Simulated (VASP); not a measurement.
Wanted: the native input for a VASP 6.6.1 run.

- Task: single point
- Functional: PBE
- Potentials or basis: VASP PAW PBE potentials, release 64 (Sc_sv, Sb, Se)
- Cutoff: 520 eV
- k mesh: 3 × 3 × 3
- Occupations: gaussian, width 0.2 eV
- Spin: no spin polarisation
- Dipole correction: no
- Further INCAR settings: LREAL = Auto; ALGO = Normal; EDIFF = 1e-06; NBANDS = 86

The structure of Sc5SbSe2 lies in POSCAR:

```
Sc5SbSe2
1.0
    7.1178006731     -4.0829704469      0.0000000000
    7.1178006731      4.0829704469      0.0000000000
    0.0000000000      0.0000000000      5.6802683468
Sc Sb Se
10 2 4
Direct
    0.7421349561     -0.0060390964      0.2500000000
    0.0060390964      0.2578650439      0.2500000000
    0.2378448336      0.7621551664      0.2500000000
    0.3276422577      0.3276422577      0.5000000000
    0.3276422577      0.3276422577      0.0000000000
   -0.0060390964      0.7421349561      0.7500000000
    0.2578650439      0.0060390964      0.7500000000
    0.7621551664      0.2378448336      0.7500000000
    0.6723577423      0.6723577423      0.0000000000
    0.6723577423      0.6723577423      0.5000000000
    0.6124068650      0.3875931350      0.2500000000
    0.3875931350      0.6124068650      0.7500000000
    0.0021408920      0.6164735931      0.2500000000
    0.3835264069     -0.0021408920      0.2500000000
    0.6164735931      0.0021408920      0.7500000000
   -0.0021408920      0.3835264069      0.7500000000
```

The input as run:

INCAR

```
PREC     = Accurate       # precision mode
ENCUT    = 520            # plane-wave cutoff, eV
EDIFF    = 1E-6           # SCF threshold, eV
ISMEAR   = 0              # smearing method
SIGMA    = 0.2            # smearing width, eV
LREAL    = Auto         
LASPH    = True           # aspherical terms in the spheres
NELM     = 100            # most SCF steps
ALGO     = Normal         # electronic algorithm
ISIF     = 2              # what is computed and relaxed
LWAVE    = False          # write WAVECAR
LCHARG   = False          # write CHGCAR
GGA      = PE             # functional
NBANDS   = 86             # bands
```

KPOINTS

```
regular mesh
0
Gamma
  3 3 3
```

Potentials or basis: VASP PAW PBE potentials, release 64 (Sc_sv, Sb, Se).

Launch:

```bash
$ cat potpaw_PBE.64/Sc_sv/POTCAR potpaw_PBE.64/Sb/POTCAR potpaw_PBE.64/Se/POTCAR > POTCAR
$ mpirun -np 1 vasp_std > vasp.out
```

It gave:

The pressure is 0.1 GPa and the largest force is 0.061 eV/Å. The band gap on the k mesh is zero (band 72 reaches 6.60 eV, above the bottom of band 73 at 6.26 eV).

Caveat: the k points lie up to 0.37 Å⁻¹ apart; spin-orbit coupling is left out, which moves the levels of the heavy elements.

It took 7 min on 1 thread of Intel(R) Xeon(R) 6975P-C (Granite Rapids) (shared host), peak memory 0.5 GiB.
